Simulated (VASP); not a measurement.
# Ti (I4/mmm) in VASP: a series of runs, part 2 of 2

VASP 6.6.1. Earlier steps stand in the parts before.

**4. Electric field gradients, PBEsol (zz strain of -2 %)**

INCAR

```
SYSTEM = Ti
PREC = Accurate ; ENCUT = 400
EDIFF = 1E-8 ; ISMEAR = -1
SIGMA = 0.05 ; LREAL = .FALSE.
LASPH = .TRUE. ; NELM = 120
ALGO = Normal ; ISIF = 2
LWAVE = .FALSE. ; LCHARG = .FALSE.
GGA = PS ; LEFG = .TRUE.
NBANDS = 12 ; GGA_COMPAT = .FALSE.
```

KPOINTS

```
regular mesh
0
G
  14 14 14
  0 0 0
```

POSCAR

```
Ti
1.0
   -1.6410000000      1.6410000000      1.6081800000
    1.6410000000     -1.6410000000      1.6081800000
    1.6410000000      1.6410000000     -1.6081800000
Ti
1
Direct
    0.0000000000      0.0000000000      0.0000000000
```

Potentials or basis: VASP PAW PBE potentials, release 64 (Ti_sv).

Started as:

```bash
$ cat potpaw_PBE.64/Ti_sv/POTCAR > POTCAR
$ mpirun -np 1 vasp_std > vasp.out
```

OUTCAR:

```text
SYSTEM = Ti
   PREC = Accurate
   ENCUT = 400
   EDIFF = 1E-8
   ISMEAR = -1
   LREAL = .FALSE.
   LASPH = .TRUE.
   NELM = 120
   ISIF = 2
   GGA = PS

 ion  position               nearest neighbor table
   1  0.000  0.000  0.000-

  LATTYP: Found a body centered tetragonal cell.
 ALAT       =     3.2820000000
 C/A-ratio  =     0.9800000000

  Lattice vectors:

 A1 = (  -1.6410000000,   1.6410000000,   1.6081800000)
 A2 = (   1.6410000000,  -1.6410000000,   1.6081800000)
 A3 = (   1.6410000000,   1.6410000000,  -1.6081800000)

Analysis of symmetry for initial positions (statically):
[... 562 lines left out ...]
    total drift:                                0.000000      0.000000      0.000000

  FREE ENERGIE OF THE ION-ELECTRON SYSTEM (eV)
  ---------------------------------------------------
  free  energy   TOTEN  =        -8.2253107980 eV

  energy  without entropy=       -8.2054143767  energy(sigma->0) =       -8.21536259

 Electric field gradients (V/A^2)
---------------------------------------------------------------------
 ion       V_xx      V_yy      V_zz      V_xy      V_xz      V_yz
---------------------------------------------------------------------
   1      -0.210    -0.210     0.420     0.003     0.003     0.003
---------------------------------------------------------------------

 Electric field gradients after diagonalization (V/A^2)
 (convention: |V_zz| > |V_xx| > |V_yy|)
----------------------------------------------------------------------
 ion       V_xx      V_yy      V_zz     asymmetry (V_yy - V_xx)/ V_zz
----------------------------------------------------------------------
   1      -0.213    -0.207     0.420       0.016
----------------------------------------------------------------------

           NMR quadrupolar parameters

 Cq : quadrupolar parameter    Cq=e*Q*V_zz/h
 eta: asymmetry parameters     (V_yy - V_xx)/ V_zz
 Q  : nuclear electric quadrupole moment in mb (millibarn)
----------------------------------------------------------------------
 ion       Cq(MHz)       eta       Q (mb)
----------------------------------------------------------------------
   1       0.001       0.016       1.000
----------------------------------------------------------------------
```

It took 40 s on 1 thread of Intel Xeon Platinum 8375C at 2.90GHz (Ice Lake), shared host; peak memory 0.14 GiB.

Results:

```yaml
Free_energy: -8.2253 eV
Pressure: -5.6 GPa
Band_gap_on_the_k_mesh: zero (bands 6 and 7 overlap by 1.63 eV)
Largest_electric_field_gradient_by_atom: Ti +0.4 V/Å²
```

Stress tensor (GPa, compression positive):
```
-5.40  0.00  0.00
 0.00 -5.40  0.00
 0.00  0.00 -6.08
```

Electric field gradients, principal values (V/Å²):
| atom | least | middle | greatest (by size) |
| --- | --- | --- | --- |
| 1 Ti | -0.207 | -0.213 | 0.420 |

Caveat: the cell differs from its parent crystal (zz strain of -2 %); the cell stands under tension; without QUAD_EFG the Cq values of the log hold for a quadrupole moment of 1 mb, not for the nuclei; the PAW data sets were made with another functional, which shifts forces and pressure a little.

**5. Electric field gradients, PBEsol (zz strain of -2 %)**

INCAR

```
PREC = Accurate
ENCUT = 400
EDIFF = 1E-8
ISMEAR = -1
SIGMA = 0.05
LREAL = F
LASPH = T
NELM = 120
ALGO = Normal
ISIF = 2
LWAVE = F
LCHARG = F
GGA = PS
LEFG = T
NBANDS = 12
GGA_COMPAT = F
```

KPOINTS

```
regular mesh
0
Gamma
  14 14 14
```

POSCAR is that of step 4.

Potentials or basis: VASP PAW PBE potentials, release 64 (Ti_sv).

Started as:

```bash
$ cat potpaw_PBE.64/Ti_sv/POTCAR > POTCAR
$ mpirun -np 1 vasp_std > vasp.out
```

OUTCAR:

```text
PREC = Accurate
   ENCUT = 400
   EDIFF = 1E-8
   ISMEAR = -1
   LREAL = F
   LASPH = T
   NELM = 120
   ISIF = 2
   GGA = PS

 ion  position               nearest neighbor table
   1  0.000  0.000  0.000-

  LATTYP: Found a body centered tetragonal cell.
 ALAT       =     3.2820000000
 C/A-ratio  =     0.9800000000

  Lattice vectors:

 A1 = (  -1.6410000000,   1.6410000000,   1.6081800000)
 A2 = (   1.6410000000,  -1.6410000000,   1.6081800000)
 A3 = (   1.6410000000,   1.6410000000,  -1.6081800000)

Analysis of symmetry for initial positions (statically):
=====================================================================
 Subroutine PRICEL returns:
 Original cell was already a primitive cell.

 Routine SETGRP: Setting up the symmetry group for a
 body centered tetragonal supercell.

 Subroutine GETGRP returns: Found 16 space group operations
 (whereof 16 operations were pure point group operations)
[... 539 lines left out ...]

 VOLUME and BASIS-vectors are now :
 -----------------------------------------------------------------------------
  energy-cutoff  :      400.00
  volume of cell :       17.32
      direct lattice vectors                 reciprocal lattice vectors
    -1.641000000  1.641000000  1.608180000     0.000000000  0.304692261  0.310910470
     1.641000000 -1.641000000  1.608180000     0.304692261  0.000000000  0.310910470
     1.641000000  1.641000000 -1.608180000     0.304692261  0.304692261  0.000000000

 POSITION                                       TOTAL-FORCE (eV/Angst)
 -----------------------------------------------------------------------------------
      0.00000      0.00000      0.00000         0.000000     -0.000000      0.000000
 -----------------------------------------------------------------------------------
    total drift:                                0.000000      0.000000      0.000000

  FREE ENERGIE OF THE ION-ELECTRON SYSTEM (eV)
  ---------------------------------------------------
  free  energy   TOTEN  =        -8.2253107980 eV

  energy  without entropy=       -8.2054143767  energy(sigma->0) =       -8.21536259

 Electric field gradients (V/A^2)
---------------------------------------------------------------------
 ion       V_xx      V_yy      V_zz      V_xy      V_xz      V_yz
---------------------------------------------------------------------
   1      -0.210    -0.210     0.420     0.003     0.003     0.003
---------------------------------------------------------------------

 Electric field gradients after diagonalization (V/A^2)
 (convention: |V_zz| > |V_xx| > |V_yy|)
----------------------------------------------------------------------
 ion       V_xx      V_yy      V_zz     asymmetry (V_yy - V_xx)/ V_zz
----------------------------------------------------------------------
   1      -0.213    -0.207     0.420       0.016
----------------------------------------------------------------------

           NMR quadrupolar parameters

 Cq : quadrupolar parameter    Cq=e*Q*V_zz/h
 eta: asymmetry parameters     (V_yy - V_xx)/ V_zz
 Q  : nuclear electric quadrupole moment in mb (millibarn)
----------------------------------------------------------------------
 ion       Cq(MHz)       eta       Q (mb)
----------------------------------------------------------------------
   1       0.001       0.016       1.000
----------------------------------------------------------------------
```

Wall time 37 s (1 thread of Intel Xeon Platinum 8375C at 2.90GHz (Ice Lake), shared host); peak memory 0.14 GiB.

What came out:

- Free energy: -8.2253 eV
- Pressure: -5.6 GPa
- Band gap on the k mesh: zero (bands 6 and 7 overlap by 1.63 eV)
- Largest electric field gradient by atom: Ti +0.4 V/Å²

Stress tensor (GPa, compression positive):
```
-5.40  0.00  0.00
 0.00 -5.40  0.00
 0.00  0.00 -6.08
```

Electric field gradients, principal values (V/Å²):
```csv
atom,least,middle,greatest (by size)
1 Ti,-0.207,-0.213,0.420
```

Caveat: the cell differs from its parent crystal (zz strain of -2 %); the cell stands under tension; without QUAD_EFG the Cq values of the log hold for a quadrupole moment of 1 mb, not for the nuclei; the PAW data sets were made with another functional, which shifts forces and pressure a little.

**6. Electric field gradients, PBEsol (zz strain of +1 %)**

INCAR

```
ALGO = Normal
EDIFF = 1E-8
ENCUT = 400
GGA = PS
GGA_COMPAT = False
ISIF = 2
ISMEAR = -1
LASPH = True
LCHARG = False
LEFG = True
LREAL = False
LWAVE = False
NBANDS = 12
NELM = 120
PREC = Accurate
SIGMA = 0.05
```

KPOINTS

```
k-points
0
Gamma
  14 14 14
```

POSCAR

```
Ti
1.0
   -1.6410000000      1.6410000000      1.6574100000
    1.6410000000     -1.6410000000      1.6574100000
    1.6410000000      1.6410000000     -1.6574100000
Ti
1
Direct
    0.0000000000      0.0000000000      0.0000000000
```

Potentials or basis: VASP PAW PBE potentials, release 64 (Ti_sv).

Started as:

```bash
$ cat potpaw_PBE.64/Ti_sv/POTCAR > POTCAR
$ mpirun -np 1 vasp_std > vasp.out
```

OUTCAR:

```text
EDIFF = 1E-8
   ENCUT = 400
   GGA = PS
   ISIF = 2
   ISMEAR = -1
   LASPH = True
   LREAL = False
   NELM = 120
   PREC = Accurate

 ion  position               nearest neighbor table
   1  0.000  0.000  0.000-

  LATTYP: Found a body centered tetragonal cell.
 ALAT       =     3.2820000000
 C/A-ratio  =     1.0100000000

  Lattice vectors:

 A1 = (  -1.6410000000,   1.6410000000,   1.6574100000)
 A2 = (   1.6410000000,  -1.6410000000,   1.6574100000)
 A3 = (   1.6410000000,   1.6410000000,  -1.6574100000)

Analysis of symmetry for initial positions (statically):
=====================================================================
 Subroutine PRICEL returns:
 Original cell was already a primitive cell.

 Routine SETGRP: Setting up the symmetry group for a
[... 542 lines left out ...]
  external PRESSURE =     -83.1221829 kB  Pullay stress =       0.0000000 kB

 VOLUME and BASIS-vectors are now :
 -----------------------------------------------------------------------------
  energy-cutoff  :      400.00
  volume of cell :       17.85
      direct lattice vectors                 reciprocal lattice vectors
    -1.641000000  1.641000000  1.657410000     0.000000000  0.304692261  0.301675506
     1.641000000 -1.641000000  1.657410000     0.304692261  0.000000000  0.301675506
     1.641000000  1.641000000 -1.657410000     0.304692261  0.304692261  0.000000000

 POSITION                                       TOTAL-FORCE (eV/Angst)
 -----------------------------------------------------------------------------------
      0.00000      0.00000      0.00000         0.000000      0.000000     -0.000000
 -----------------------------------------------------------------------------------
    total drift:                                0.000000     -0.000000      0.000000

  FREE ENERGIE OF THE ION-ELECTRON SYSTEM (eV)
  ---------------------------------------------------
  free  energy   TOTEN  =        -8.2045454513 eV

  energy  without entropy=       -8.1836492514  energy(sigma->0) =       -8.19409735

 Electric field gradients (V/A^2)
---------------------------------------------------------------------
 ion       V_xx      V_yy      V_zz      V_xy      V_xz      V_yz
---------------------------------------------------------------------
   1       0.009     0.009    -0.018    -0.001    -0.001    -0.001
---------------------------------------------------------------------

 Electric field gradients after diagonalization (V/A^2)
 (convention: |V_zz| > |V_xx| > |V_yy|)
----------------------------------------------------------------------
 ion       V_xx      V_yy      V_zz     asymmetry (V_yy - V_xx)/ V_zz
----------------------------------------------------------------------
   1       0.010     0.008    -0.018       0.142
----------------------------------------------------------------------

           NMR quadrupolar parameters

 Cq : quadrupolar parameter    Cq=e*Q*V_zz/h
 eta: asymmetry parameters     (V_yy - V_xx)/ V_zz
 Q  : nuclear electric quadrupole moment in mb (millibarn)
----------------------------------------------------------------------
 ion       Cq(MHz)       eta       Q (mb)
----------------------------------------------------------------------
   1      -0.000       0.142       1.000
----------------------------------------------------------------------
```

OSZICAR:

```text
N       E                     dE             d eps       ncg     rms          rms(c)
DAV:   1     0.744745435156E+02    0.74475E+02   -0.56749E+03  5936   0.101E+03
DAV:   2    -0.595457537097E+01   -0.80429E+02   -0.78404E+02  6012   0.266E+02
DAV:   3    -0.937562402794E+01   -0.34210E+01   -0.33852E+01  7728   0.581E+01
DAV:   4    -0.944509334726E+01   -0.69469E-01   -0.69403E-01  6560   0.746E+00
DAV:   5    -0.944687181473E+01   -0.17785E-02   -0.17784E-02  6908   0.103E+00    0.848E+00
DAV:   6    -0.820562111096E+01    0.12413E+01   -0.30585E+00  6312   0.239E+01    0.198E+00
DAV:   7    -0.819882157358E+01    0.67995E-02   -0.69117E-02  6800   0.259E+00    0.122E+00
DAV:   8    -0.820424256744E+01   -0.54210E-02   -0.30694E-02  6236   0.208E+00    0.957E-02
DAV:   9    -0.820452743128E+01   -0.28486E-03   -0.12409E-03  6972   0.335E-01    0.560E-02
DAV:  10    -0.820454905392E+01   -0.21623E-04   -0.19448E-04  6260   0.130E-01    0.172E-02
DAV:  11    -0.820454541212E+01    0.36418E-05   -0.25841E-05  6408   0.728E-02    0.826E-03
DAV:  12    -0.820454537800E+01    0.34126E-07   -0.16763E-06  7516   0.129E-02    0.502E-04
DAV:  13    -0.820454552974E+01   -0.15174E-06   -0.98863E-08  6752   0.303E-03    0.134E-03
DAV:  14    -0.820454546071E+01    0.69024E-07   -0.30780E-08  6172   0.251E-03    0.156E-04
DAV:  15    -0.820454545026E+01    0.10453E-07   -0.62573E-10  3112   0.292E-04    0.106E-05
DAV:  16    -0.820454545133E+01   -0.10741E-08   -0.96651E-11  3064   0.105E-04
   1 F= -.82045455E+01 E0= -.81940974E+01  d E =-.208962E-01
```

Wall time 39 s (1 thread of Intel Xeon Platinum 8375C at 2.90GHz (Ice Lake), shared host); peak memory 0.15 GiB.

Results:

* Free energy: -8.2045 eV
* Pressure: -8.3 GPa
* Band gap on the k mesh: zero (bands 6 and 7 overlap by 1.57 eV)
* Largest electric field gradient by atom: zero within the noise of the run

Stress tensor (GPa, compression positive):
```
-8.40  0.00  0.00
 0.00 -8.40  0.00
 0.00  0.00 -8.14
```

Levels at points of the mesh, in eV from the Fermi level:
```
           k point  band 4  band 5  band 6  band 7  band 8  band 9
(0.00, 0.00, 0.00)  -32.33   -5.86    0.94    0.94    1.01    2.64
(0.50, 0.00, 0.00)  -32.33   -2.38   -0.34    1.06    2.63    2.99
(0.50, 0.50, 0.00)  -32.34   -2.38   -0.42    1.12    2.71    3.02
(0.50, 0.50, 0.50)  -32.75   -2.02   -1.99    3.80    3.82    3.82
```

Caveat: the cell differs from its parent crystal (zz strain of +1 %); the cell stands under tension; the PAW data sets were made with another functional, which shifts forces and pressure a little.

**7. The runs side by side**

| cell | gap on the mesh (eV) | pressure (GPa) |
| --- | --- | --- |
| a = 2.786 Å, angles 110.3, 110.3, 107.8°, 1 atom | none | -1.5 |
| a = 2.805 Å, angles 110.0, 110.0, 108.4°, 1 atom | none | -3.7 |
| a = 2.823 Å, angles 108.9, 108.9, 110.6°, 1 atom | none | -5.6 |
| a = 2.852 Å, angles 109.7, 109.7, 108.9°, 1 atom | none | -8.3 |

Alike in all rows: task electric field gradients; level PBEsol; potentials or basis VASP PAW PBE potentials, release 64 (Ti_sv); no spin polarisation; k mesh 14 × 14 × 14; cutoff (eV) 400; smearing fermi-dirac 0.05 eV.

Caveats: the PAW data sets were made with another functional, which shifts forces and pressure a little; the cell stands under tension (at least some runs).

Total energies depend on the potentials used, so only differences within one code and one set of settings carry meaning.
